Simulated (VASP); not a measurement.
A run of VASP 6.6.1:

Contents of INCAR:

```
PREC     = Accurate       # precision mode
ENCUT    = 600            # plane-wave cutoff, eV
EDIFF    = 1E-7           # SCF threshold, eV
ISMEAR   = 0              # smearing method
SIGMA    = 0.1            # smearing width, eV
LREAL    = F              # projectors in reciprocal space
LASPH    = T              # aspherical terms in the spheres
NELM     = 200            # most SCF steps
ALGO     = Normal         # electronic algorithm
ISIF     = 3              # what is computed and relaxed
LWAVE    = F              # write WAVECAR
LCHARG   = F              # write CHGCAR
GGA      = PE             # functional
IBRION   = 2              # ionic algorithm
NSW      = 100            # ionic steps
EDIFFG   = -0.01          # ionic threshold
GGA_COMPAT= F            
NELMIN   = 4            
LMAXMIX  = 6              # l up to which the mixer works
```

File KPOINTS:

```
Automatic mesh
0
Gamma
  12 12 12
```

Contents of POSCAR:

```
NdCdC
1.0
    3.8802797300      0.0000000000      0.0000000000
    0.0000000000      3.9206547800      0.0000000000
    0.0000000000      0.0000000000      4.0024587300
Nd Cd C
1 1 1
Direct
    0.0000000000      0.0000000000      0.0000000000
    0.5000000000      0.5000000000      0.5000000000
    0.5000000000      0.5000000000      0.0000000000
```

Potentials or basis: VASP PAW PBE potentials, release 64 (Nd_3, Cd, C), 4f in core.

Command:

```sh
$ cat potpaw_PBE.64/Nd_3/POTCAR potpaw_PBE.64/Cd/POTCAR potpaw_PBE.64/C/POTCAR > POTCAR
$ mpirun -np 1 vasp_std > vasp.out
```

Hardware: 1 thread of Intel(R) Xeon(R) 6975P-C (Granite Rapids), on a shared host.

**Question.** How long does it take, and how much memory?

**Answer.** Wall time 12 min on 1 thread of Intel(R) Xeon(R) 6975P-C (Granite Rapids), with other jobs on the host, peak memory 0.62 GiB. Counts: scf iterations 95, k points 343, ion steps 10.
